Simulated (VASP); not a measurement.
# Al2BP3 (I-4m2) in VASP: notebook

The runs below take Al2BP3 through single point, relaxation of cell and atoms, with PBE.

Program: VASP 6.6.1. These are calculated values, not measurements. Logs are shortened: lines on timing, memory, paths and dates and some standing lists are left out, and cuts for length are marked.

**1. The cell of the first run**

It takes space group I-4m2 (No. 119, tetragonal). The conventional cell has a = 3.601 Å, b = 3.601 Å, c = 15.278 Å, α = 90.00°, β = 90.00°, γ = 90.00°. Al (site symmetry 2mm) has 4 P at 2.21 Å within 2.9 Å. Within 2.9 Å of B (site symmetry -4m2) lie 4 P at 2.21 Å. Within 2.9 Å of P (site symmetry 2mm) lie 2 B at 2.21 Å and 2 Al at 2.21 Å. Within 2.9 Å of P (site symmetry -4m2) lie 4 Al at 2.21 Å.

**2. Single point, PBE**

INCAR

```
PREC     = Accurate       # precision mode
ENCUT    = 520            # plane-wave cutoff, eV
EDIFF    = 1E-7           # SCF threshold, eV
ISMEAR   = 0              # smearing method
SIGMA    = 0.1            # smearing width, eV
LREAL    = F              # projectors in reciprocal space
LASPH    = T              # aspherical terms in the spheres
NELM     = 100            # most SCF steps
ALGO     = Normal         # electronic algorithm
ISIF     = 2              # what is computed and relaxed
LWAVE    = F              # write WAVECAR
LCHARG   = T              # write CHGCAR
GGA      = PE             # functional
LELF     = T              # ELF
LVHAR    = T            
NBANDS   = 21             # bands
```

KPOINTS

```
Automatic mesh
0
Gamma
  6 6 6
```

POSCAR

```
Al2BP3
1.0
   -1.8005142900      1.8005142900      7.6389351900
    1.8005142900     -1.8005142900      7.6389351900
    1.8005142900      1.8005142900     -7.6389351900
Al B P
2 1 3
Direct
    0.8333333300      0.8333333300      0.0000000000
    0.1666666700      0.1666666700      0.0000000000
    0.5000000000      0.5000000000      0.0000000000
    0.5833333300      0.0833333300      0.5000000000
    0.2500000000      0.7500000000      0.5000000000
    0.9166666700      0.4166666700      0.5000000000
```

Potentials or basis: VASP PAW PBE potentials, release 64 (Al, B, P).

On the command line:

```console
> cat potpaw_PBE.64/Al/POTCAR potpaw_PBE.64/B/POTCAR potpaw_PBE.64/P/POTCAR > POTCAR
> mpirun -np 1 vasp_std > vasp.out
```

OUTCAR:

```text
PREC = Accurate
   ENCUT = 520
   EDIFF = 1E-7
   ISMEAR = 0
   LREAL = F
   LASPH = T
   NELM = 100
   ISIF = 2
   GGA = PE

 ion  position               nearest neighbor table
   1  0.833  0.833  0.000-   5 2.21   5 2.21   6 2.21   6 2.21
   2  0.167  0.167  0.000-   5 2.21   5 2.21   4 2.21   4 2.21
   3  0.500  0.500  0.000-   4 2.21   6 2.21   4 2.21   6 2.21
   4  0.583  0.083  0.500-   3 2.21   3 2.21   2 2.21   2 2.21
   5  0.250  0.750  0.500-   1 2.21   2 2.21   1 2.21   2 2.21
   6  0.917  0.417  0.500-   3 2.21   3 2.21   1 2.21   1 2.21

  LATTYP: Found a body centered tetragonal cell.
 ALAT       =     3.6010285800
 C/A-ratio  =     4.2426406902

  Lattice vectors:

 A1 = (  -1.8005142900,   1.8005142900,   7.6389351900)
 A2 = (   1.8005142900,  -1.8005142900,   7.6389351900)
 A3 = (   1.8005142900,   1.8005142900,  -7.6389351900)

Analysis of symmetry for initial positions (statically):
=====================================================================
 Subroutine PRICEL returns:
 Original cell was already a primitive cell.

 Routine SETGRP: Setting up the symmetry group for a
 body centered tetragonal supercell.

 Subroutine GETGRP returns: Found  8 space group operations
 (whereof  8 operations were pure point group operations)
 out of a pool of 16 trial point group operations.

The static configuration has the point symmetry D_2d.

Analysis of symmetry for dynamics (positions and initial velocities):
=====================================================================
 Subroutine PRICEL returns:
 Original cell was already a primitive cell.

 Routine SETGRP: Setting up the symmetry group for a
 body centered tetragonal supercell.

 Subroutine GETGRP returns: Found  8 space group operations
 (whereof  8 operations were pure point group operations)
 out of a pool of 16 trial point group operations.

The dynamic configuration has the point symmetry D_2d.

 Subroutine INISYM returns: Found  8 space group operations
 (whereof  8 operations are pure point group operations),
 and found     1 'primitive' translations

----------------------------------------------------------------------------------------

                                     Primitive cell

  volume of cell :      99.0572

  direct lattice vectors                    reciprocal lattice vectors
    -1.800514290  1.800514290  7.638935190     0.000000000  0.277698435  0.065454149
     1.800514290 -1.800514290  7.638935190     0.277698435  0.000000000  0.065454149
     1.800514290  1.800514290 -7.638935190     0.277698435  0.277698435  0.000000000

  length of vectors
     8.052144699  8.052144699  8.052144699     0.285308020  0.285308020  0.392724893

  position of ions in fractional coordinates (direct lattice)
     0.833333330  0.833333330  0.000000000
     0.166666670  0.166666670  0.000000000
     0.500000000  0.500000000  0.000000000
     0.583333330  0.083333330  0.500000000
     0.250000000  0.750000000  0.500000000
     0.916666670  0.416666670  0.500000000

  ion indices of the primitive-cell ions
   primitive index   ion index
                 1           1
                 2           2
                 3           3
                 4           4
                 5           5
                 6           6

----------------------------------------------------------------------------------------

 KPOINTS: Automatic mesh

Automatic generation of k-mesh.
 Grid dimensions read from file:
 generate k-points for:    6    6    6

 Generating k-lattice:

  Cartesian coordinates                     Fractional coordinates (reciprocal lattice)
     0.000000000  0.046283072  0.010909025     0.166666667  0.000000000  0.000000000
     0.046283072  0.000000000  0.010909025     0.000000000  0.166666667  0.000000000
     0.046283072  0.046283072  0.000000000     0.000000000  0.000000000  0.166666667

  Length of vectors
     0.047551337  0.047551337  0.065454149

  Shift w.r.t. Gamma in fractional coordinates (k-lattice)
     0.000000000  0.000000000  0.000000000

 Subroutine IBZKPT returns following result:
 ===========================================

 Found     30 irreducible k-points:

 Following reciprocal coordinates:
            Coordinates               Weight
  0.000000  0.000000  0.000000      1.000000
  0.166667  0.000000  0.000000      8.000000
  0.333333  0.000000  0.000000      8.000000
  0.500000  0.000000  0.000000      4.000000
  0.166667  0.166667  0.000000      8.000000
  0.333333  0.166667 -0.000000     16.000000
[... 16 lines left out ...]
 -0.333333 -0.333333  0.166667      8.000000
 -0.166667 -0.333333  0.166667      8.000000
 [... further k-points ...]
   k-points           NKPTS =     30   k-points in BZ     NKDIM =     30   number of bands    NBANDS=     21
   number of dos      NEDOS =    301   number of ions     NIONS =      6
   total plane-waves  NPLWV = 216000
   dimension x,y,z NGX =    60 NGY =   60 NGZ =   60
   dimension x,y,z NGXF=   120 NGYF=  120 NGZF=  120
   ions per type =               2   1   3
   NGX,Y,Z   is equivalent  to a cutoff of  12.39, 12.39, 12.39 a.u.
   NGXF,Y,Z  is equivalent  to a cutoff of  24.78, 24.78, 24.78 a.u.
 SYSTEM =  unknown system
   PREC   = accura    normal or accurate (medium, high low for compatibility)
   ISTART =      0    job   : 0-new  1-cont  2-samecut
   ICHARG =      2    charge: 1-file 2-atom 10-const
   ISPIN  =      1    spin polarized calculation?
   LNONCOLLINEAR =      F non collinear calculations
   LSORBIT =      F    spin-orbit coupling
   LASPH  =      T    aspherical Exc in radial PAW
   ENCUT  =  520.0 eV  38.22 Ry    6.18 a.u.  14.97 14.97 14.97*2*pi/ulx,y,z
   NELM   =    100;   NELMIN=  2; NELMDL= -5     # of ELM steps
   EDIFF  = 0.1E-06   stopping-criterion for ELM
   LREAL  =      F    real-space projection
   EDIFFG = 0.1E-05   stopping-criterion for IOM
   NSW    =      0    number of steps for IOM
   IBRION =     -1    ionic relax: 0-MD 1-quasi-New 2-CG
   NFREE  =      0    steps in history (QN), initial steepest desc. (CG)
   ISIF   =      2    stress and relaxation
   ISYM   =      2    0-nonsym 1-usesym 2-fastsym
   POTIM  = 0.5000    time-step for ionic-motion
   TEBEG  =    0.0;   TEEND  =   0.0 temperature during run
   PSTRESS=    0.0 pullay stress
   NELECT =      24.0000    total number of electrons
   NUPDOWN=      -1.0000    fix difference up-down
   EMIN   =  10.00;   EMAX   =-10.00  energy-range for DOS
   EFERMI =   0.00;   METHOD = LEGACY
   ISMEAR =     0;   SIGMA  =   0.10  broadening in eV -4-tet -1-fermi 0-gaus
   EFERMI_NEDOS =   21; number of points for ismear=-14 and -15
   IALGO  =     38    algorithm
   IMIX   =      4    mixing-type and parameters
     AMIX     =   0.40;   BMIX     =  1.00
     AMIX_MAG =   1.60;   BMIX_MAG =  1.00
  volume/ion in A,a.u.               =      16.51       111.41
  Fermi-wavevector in a.u.,A,eV,Ry     =   1.020587  1.928629 14.171792  1.041597
  Thomas-Fermi vector in A             =   2.154164
   LORBIT       =      0    0 simple, 1 ext, 2 COOP (PROOUT), +10 PAW based schemes
   GGA     = PE    functional components
   LHFCALC =     F    Hartree Fock is set to
   AEXX    =    0.0000 exact exchange contribution
   IVDW    =     0    specifies the selected vdW correction
   LEPSILON=     F    determine dielectric tensor
   LRPA    =     F    only Hartree local field effects (RPA)
 non-spin polarized calculation
 Gauss-broadening in eV      SIGMA  =   0.10
  energy-cutoff  :      520.00
  volume of cell :       99.06
 maximum number of plane-waves:      2689
   NGX = 29   NGY = 29   NGZ = 29

 number of electron      23.9999999 magnetization

 Free energy of the ion-electron system (eV)
  ---------------------------------------------------
  ext. energy  EPLUGINS =         0.00000000
  ---------------------------------------------------
  free energy    TOTEN  =       -31.02110268 eV

  energy without entropy =      -31.02110268  energy(sigma->0) =      -31.02110268

 E-fermi :   6.2658     XC(G=0):  -9.8588

 val. band max:        5.8457565121   @ k =   0.0000   0.0000   0.0000
 cond. band min:       7.0310545477   @ k =   0.5000   0.5000   0.0000
 fundamental gap:      1.1852980356
 Fermi energy:         6.2657801312

 k-point     1 :       0.0000    0.0000    0.0000
  band No.  band energies     occupation
      1      -7.0761      2.00000
      2      -5.2436      2.00000
      3      -5.0837      2.00000
      4       0.8334      2.00000
      5       1.4058      2.00000
      6       3.4436      2.00000
[... 13 lines left out ...]
     20      10.7536      0.00000
     21      13.8276      0.00000

 k-point     2 :       0.1667    0.0000    0.0000
  band No.  band energies     occupation
      1      -6.8113      2.00000
      2      -5.2662      2.00000
      3      -4.7226      2.00000
      4       0.2895      2.00000
      5       1.0730      2.00000
      6       2.6548      2.00000
[... 13 lines left out ...]
     20      11.9999      0.00000
     21      12.7586      0.00000

 k-point     3 :       0.3333    0.0000    0.0000
  band No.  band energies     occupation
      1      -6.0607      2.00000
      2      -5.0352      2.00000
      3      -4.3778      2.00000
      4      -0.6247      2.00000
      5      -0.1381      2.00000
      6       1.8260      2.00000
[... 13 lines left out ...]
     20      12.3623      0.00000
     21      12.6250      0.00000
[... 457 lines left out ...]
 k-point    23 :      -0.3333   -0.3333    0.1667
  band No.  band energies     occupation
      1      -6.3767      2.00000
      2      -5.7180      2.00000
      3      -3.9758      2.00000
      4      -0.2660      2.00000
      5       1.6641      2.00000
      6       2.0413      2.00000
[... 13 lines left out ...]
     20      12.0183      0.00000
     21      12.1495      0.00000

 k-point    24 :      -0.1667   -0.3333    0.1667
  band No.  band energies     occupation
      1      -6.7072      2.00000
      2      -5.7317      2.00000
      3      -4.2437      2.00000
      4      -0.1502      2.00000
      5       1.5930      2.00000
      6       2.2194      2.00000
[... 13 lines left out ...]
     20      11.7724      0.00000
     21      12.4409      0.00000

 [... further k-points ...]
[... 5 lines left out ...]
  --------------------------------------------------------------------------------------
  -------------------------------------------------------------------------------------
  Total        7.7392838      7.7392838      7.0112777      0.0000000      0.0000000      0.0000000
  in kB      125.1772468    125.1772468    113.4022810      0.0000000      0.0000000      0.0000000
  external PRESSURE =     121.2522582 kB  Pullay stress =       0.0000000 kB

 VOLUME and BASIS-vectors are now :
 -----------------------------------------------------------------------------
  energy-cutoff  :      520.00
  volume of cell :       99.06
      direct lattice vectors                 reciprocal lattice vectors
    -1.800514290  1.800514290  7.638935190     0.000000000  0.277698435  0.065454149
     1.800514290 -1.800514290  7.638935190     0.277698435  0.000000000  0.065454149
     1.800514290  1.800514290 -7.638935190     0.277698435  0.277698435  0.000000000

 POSITION                                       TOTAL-FORCE (eV/Angst)
 -----------------------------------------------------------------------------------
      0.00000      0.00000     12.73156         0.000000     -0.000000      0.266399
      0.00000      0.00000      2.54631         0.000000     -0.000000     -0.266399
      0.00000      0.00000      7.63894         0.000000     -0.000000      0.000000
     -0.00000      1.80051      1.27316        -0.000000      0.000000     -4.075142
      1.80051     -0.00000      3.81947         0.000000     -0.000000      0.000000
      0.00000      1.80051      6.36578        -0.000000      0.000000      4.075142
 -----------------------------------------------------------------------------------
    total drift:                                0.000000     -0.000000      0.000000

  FREE ENERGIE OF THE ION-ELECTRON SYSTEM (eV)
  ---------------------------------------------------
  free  energy   TOTEN  =       -31.0211026772 eV

  energy  without entropy=      -31.0211026772  energy(sigma->0) =      -31.02110268
```

Wall time 2.8 min (1 thread of Intel Xeon 6975P-C, shared host); peak memory 0.5 GiB.

What came out:

```
Free energy            : -31.0211 eV
Pressure               : 12.1 GPa
Largest force          : 4.075 eV/Å
Band gap on the k mesh : 1.19 eV, indirect (least direct gap 1.36 eV)
```

Forces in eV/Å, atoms in the order of the input:
```
Al   0.000  0.000  0.266
Al   0.000  0.000 -0.266
B    0.000  0.000  0.000
P    0.000  0.000 -4.075
P    0.000  0.000  0.000
P    0.000  0.000  4.075
```

Levels at points of the mesh, in eV from the valence-band top:
| k point | band 10 | band 11 | band 12 | band 13 | band 14 | band 15 |
| --- | --- | --- | --- | --- | --- | --- |
| (0.00, 0.00, 0.00) | -0.21 | 0.00 | 0.00 | 1.36 | 2.07 | 2.75 |
| (0.50, 0.00, 0.00) | -1.22 | -1.13 | -0.91 | 2.45 | 3.73 | 3.88 |
| (0.50, 0.50, 0.00) | -3.52 | -2.81 | -2.78 | 1.19 | 1.75 | 3.20 |
| (0.50, 0.50, 0.50) | -1.36 | -0.80 | -0.80 | 1.44 | 1.80 | 2.61 |

Caveat: forces of over 1 eV/Å act on the atoms, so gaps and moduli don't describe the material at rest. A k mesh can miss the band edges.

**3. Single point, PBE**

This run uses another cell than the first one, of 17.59 Å³/atom, 1.066 times its volume.

INCAR

```
PREC     = Accurate       # precision mode
ENCUT    = 520            # plane-wave cutoff, eV
EDIFF    = 1E-6           # SCF threshold, eV
ISMEAR   = 0              # smearing method
SIGMA    = 0.1            # smearing width, eV
LREAL    = False          # projectors in reciprocal space
LASPH    = True           # aspherical terms in the spheres
NELM     = 60             # most SCF steps
ALGO     = Normal         # electronic algorithm
ISIF     = 2              # what is computed and relaxed
LWAVE    = False          # write WAVECAR
LCHARG   = False          # write CHGCAR
GGA      = PE             # functional
NBANDS   = 21             # bands
```

KPOINTS is that of step 2.

POSCAR

```
Al2BP3
1.0
   -1.8114234209      1.8114234209      8.0424843087
    1.8114234209     -1.8114234209      8.0424843087
    1.8114234209      1.8114234209     -8.0424843087
Al B P
2 1 3
Direct
    0.8406411993      0.8406411993      0.0000000000
    0.1593588007      0.1593588007      0.0000000000
    0.5000000000      0.5000000000      0.0000000000
    0.5669263342      0.0669263342      0.5000000000
    0.2500000000      0.7500000000      0.5000000000
    0.9330736658      0.4330736658      0.5000000000
```

Potentials or basis: VASP PAW PBE potentials, release 64 (Al, B, P).

On the command line:

```console
> cat potpaw_PBE.64/Al/POTCAR potpaw_PBE.64/B/POTCAR potpaw_PBE.64/P/POTCAR > POTCAR
> mpirun -np 1 vasp_std > vasp.out
```

OUTCAR:

```text
PREC = Accurate
   ENCUT = 520
   EDIFF = 1E-6
   ISMEAR = 0
   LREAL = False
   LASPH = True
   NELM = 60
   ISIF = 2
   GGA = PE

 ion  position               nearest neighbor table
   1  0.841  0.841  0.000-   5 2.33   5 2.33   6 2.34   6 2.34
   2  0.159  0.159  0.000-   5 2.33   5 2.33   4 2.34   4 2.34
   3  0.500  0.500  0.000-   4 2.11   6 2.11   4 2.11   6 2.11
   4  0.567  0.067  0.500-   3 2.11   3 2.11   2 2.34   2 2.34
   5  0.250  0.750  0.500-   1 2.33   2 2.33   1 2.33   2 2.33
   6  0.933  0.433  0.500-   3 2.11   3 2.11   1 2.34   1 2.34
[... 783 lines left out ...]
  -------------------------------------------------------------------------------------
  Total        0.0700162      0.0700162      0.0783720      0.0000000      0.0000000     -0.0000000
  in kB        1.0627197      1.0627197      1.1895466      0.0000000      0.0000000     -0.0000000
  external PRESSURE =       1.1049953 kB  Pullay stress =       0.0000000 kB

 VOLUME and BASIS-vectors are now :
 -----------------------------------------------------------------------------
  energy-cutoff  :      520.00
  volume of cell :      105.56
      direct lattice vectors                 reciprocal lattice vectors
    -1.811423421  1.811423421  8.042484309     0.000000000  0.276026021  0.062169845
     1.811423421 -1.811423421  8.042484309     0.276026021  0.000000000  0.062169845
     1.811423421  1.811423421 -8.042484309     0.276026021  0.276026021  0.000000000

 POSITION                                       TOTAL-FORCE (eV/Angst)
 -----------------------------------------------------------------------------------
      0.00000      0.00000     13.52169         0.000000      0.000000      0.016324
      0.00000      0.00000      2.56328        -0.000000     -0.000000     -0.016324
      0.00000      0.00000      8.04248         0.000000      0.000000     -0.000000
     -0.00000      1.81142      1.07651        -0.000000     -0.000000     -0.016735
      1.81142     -0.00000      4.02124         0.000000      0.000000     -0.000000
      0.00000      1.81142      6.96598         0.000000      0.000000      0.016735
 -----------------------------------------------------------------------------------
    total drift:                                0.000000     -0.000000     -0.000000

  FREE ENERGIE OF THE ION-ELECTRON SYSTEM (eV)
  ---------------------------------------------------
  free  energy   TOTEN  =       -32.3357155407 eV

  energy  without entropy=      -32.3357155407  energy(sigma->0) =      -32.33571554
```

OSZICAR:

```text
N       E                     dE             d eps       ncg     rms          rms(c)
DAV:   1     0.636946906979E+02    0.63695E+02   -0.96766E+03  1260   0.958E+02
DAV:   2    -0.279390000758E+02   -0.91634E+02   -0.87751E+02  1627   0.155E+02
DAV:   3    -0.331499707852E+02   -0.52110E+01   -0.51788E+01  1625   0.357E+01
DAV:   4    -0.332149672814E+02   -0.64996E-01   -0.64957E-01  1611   0.472E+00
DAV:   5    -0.332160535290E+02   -0.10862E-02   -0.10862E-02  1627   0.610E-01    0.837E+00
DAV:   6    -0.324928628116E+02    0.72319E+00   -0.87822E-01  1465   0.379E+00    0.522E+00
DAV:   7    -0.323373855724E+02    0.15548E+00   -0.67446E-01  1524   0.337E+00    0.156E+00
DAV:   8    -0.323347696154E+02    0.26160E-02   -0.55652E-02  1448   0.117E+00    0.480E-01
DAV:   9    -0.323354179121E+02   -0.64830E-03   -0.50442E-03  1583   0.364E-01    0.169E-01
DAV:  10    -0.323355855478E+02   -0.16764E-03   -0.40292E-04  1625   0.112E-01    0.733E-02
DAV:  11    -0.323356994367E+02   -0.11389E-03   -0.15629E-04  1534   0.627E-02    0.313E-02
DAV:  12    -0.323357108748E+02   -0.11438E-04   -0.10462E-05  1556   0.191E-02    0.102E-02
DAV:  13    -0.323357151695E+02   -0.42947E-05   -0.11208E-05  1480   0.170E-02    0.953E-03
DAV:  14    -0.323357155407E+02   -0.37119E-06   -0.11034E-06  1129   0.610E-03
   1 F= -.32335716E+02 E0= -.32335716E+02  d E =-.163956E-11
```

stdout:

```text
POSCAR found type information on POSCAR AlB P
 POSCAR found :  3 types and       6 ions
 scaLAPACK will be used
 LDA part: xc-table for (Slater+PW92), standard interpolation
 POSCAR, INCAR and KPOINTS ok, starting setup
 FFT: planning ... GRIDC
 FFT: planning ... GRID_SOFT
 FFT: planning ... GRID
 WAVECAR not read
 entering main loop
```

Wall time 3.6 min (1 thread of Intel Xeon 6975P-C, shared host); peak memory 0.54 GiB.

Results:

| Item | Value |
| --- | --- |
| Free energy | -32.3357 eV |
| Pressure | 0.1 GPa |
| Largest force | 0.017 eV/Å |
| Band gap on the k mesh | 0.90 eV, indirect (least direct gap 1.06 eV) |

Forces on the atoms (eV/Å):
```
Al   0.000  0.000  0.016
Al   0.000  0.000 -0.016
B    0.000  0.000  0.000
P    0.000  0.000 -0.017
P    0.000  0.000  0.000
P    0.000  0.000  0.017
```

(Continued in part 2 of 2.)
